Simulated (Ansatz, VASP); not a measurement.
# One calculation of InP, two programs

```
In P
1.0
     5.40486    0.00000    0.00000
     0.00000    5.40486    0.00000
     0.00000    0.00000    5.40486
In P
3 3
Direct
  0.50000 0.00000 0.00000
  0.00000 0.50000 0.00000
  0.00000 0.00000 0.50000
  0.00000 0.50000 0.50000
  0.50000 0.00000 0.50000
  0.50000 0.50000 0.00000
```

Alike in both runs: task relaxation of cell and atoms; functional PBE; k mesh 4 × 4 × 4; occupations gaussian, width 0.1 eV; no spin polarisation.

|  | VASP | Ansatz |
| --- | --- | --- |
| version | VASP 6.6.1 | Ansatz 0.2.0 |
| potentials or method | VASP PAW PBE potentials, release 64 (In_d, P), cutoff 600 eV | scalar-relativistic, plane waves, PAW |
| valence electrons in the cell | 54 | 54 |

```csv
,VASP,Ansatz,Ansatz less VASP
"gap on the k mesh at the Fermi level, each at its own relaxed structure (eV)",none,none,-
relaxed volume (Å³/atom),25.16,25.29,+0.132
relaxed cell length with the largest relative difference (Å),5.324,5.334,+0.0093
```

A gap of «none» marks a metal or a gap that the smearing closes.
